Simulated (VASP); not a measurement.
Set up this calculation in VASP 6.6.1, as the native input.

```
Task                   : single point
Functional             : PBEsol
Potentials or basis    : VASP PAW PBE potentials, release 64 (Sn_d, Se)
Cutoff                 : 520 eV
k mesh                 : 12 × 12 × 6
Occupations            : gaussian, width 0.05 eV
Spin                   : no spin polarisation
Dipole correction      : no
Further INCAR settings : ALGO = Normal; EDIFF = 1e-06; NBANDS = 20
```

The structure of SnSe2 lies in POSCAR:

```
SnSe2
1.0
    3.5897881491      0.0000000000      0.0000000000
   -1.7948940746      3.3072848206      0.0000000000
    0.0000000000      0.0000000000      6.1455711062
Sn Se
1 2
Direct
    0.0000000000      0.0000000000      0.0000000000
    0.3333333333      0.6666666667      0.2580716066
    0.6666666667      0.3333333333      0.7419283934
```

This cell differs from its parent crystal: strain -0.0600 x Voigt [1, 0, 0, 0, 0, 0].

One way to write it, as run:

INCAR

```
  PREC = Accurate
  ENCUT = 520
  EDIFF = 1E-6
  ISMEAR = 0
  SIGMA = 0.05
  LREAL = False
  LASPH = True
  NELM = 80
  ALGO = Normal
  ISIF = 2
  LWAVE = False
  LCHARG = True
  GGA = PS
  LELF = True
  LVHAR = True
  NBANDS = 20
```

KPOINTS

```
Automatic mesh
0
Gamma
  12 12 6
```

Potentials or basis: VASP PAW PBE potentials, release 64 (Sn_d, Se).

Command:

```bash
$ cat potpaw_PBE.64/Sn_d/POTCAR potpaw_PBE.64/Se/POTCAR > POTCAR
$ mpirun -np 1 vasp_std > vasp.out
```

It gave:

```yaml
Pressure: 5.2 GPa
Largest_force: 0.432 eV/Å
Band_gap_on_the_k_mesh: 0.17 eV, indirect (least direct gap 1.07 eV)
```

Caveat: the cell differs from its parent crystal (strain -0.0600 x Voigt [1, 0, 0, 0, 0, 0]); the PAW data sets were made with another functional, which shifts forces and pressure a little; spin-orbit coupling is left out, which moves the levels of the heavy elements; this functional lacks dispersion, which binds the layers, so the pressure and a relaxed spacing across them are unreliable.

It took 97 s on 1 thread of Intel(R) Xeon(R) 6975P-C (Granite Rapids) (shared host), peak memory 0.44 GiB.
